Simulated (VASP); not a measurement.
## OsO: single point with PBE

OsO:

```
CELL_PARAMETERS angstrom
0.00000 2.31934 2.31934
2.31934 0.00000 2.31934
2.31934 2.31934 0.00000
ATOMIC_POSITIONS crystal
Os 0.00000 0.00000 0.00000
O 0.25000 0.25000 0.25000
```

```yaml
Program: VASP 6.6.1
Task: single point
Functional: PBE
Potentials_or_basis: VASP PAW PBE potentials, release 64 (Os, O)
Cutoff: 520 eV
k_mesh: 20 × 20 × 20
Occupations: gaussian, width 0.1 eV
Spin: no spin polarisation
```

- Pressure: 2.8 GPa
- Band gap on the k mesh: zero (bands 7 and 8 overlap by 0.18 eV)

Levels at points of the mesh, in eV from the Fermi level:
| k point | band 4 | band 5 | band 6 | band 7 | band 8 | band 9 | band 10 | band 11 |
| --- | --- | --- | --- | --- | --- | --- | --- | --- |
| (0.00, 0.00, 0.00) | -9.16 | -2.94 | -2.10 | -2.10 | 2.22 | 2.22 | 2.22 | 13.37 |
| (0.50, 0.00, 0.00) | -8.59 | -2.11 | -1.66 | -1.66 | 0.91 | 0.91 | 3.15 | 6.04 |
| (0.50, 0.50, 0.00) | -7.50 | -3.75 | -1.65 | -0.95 | 0.02 | 0.02 | 6.82 | 7.65 |

It took 34 s on 1 thread of AMD EPYC 9R45 96-Core Processor (Zen 5), on a shared host, peak memory 0.19 GiB.

Caveat: spin-orbit coupling is left out, which moves the levels of the heavy elements.
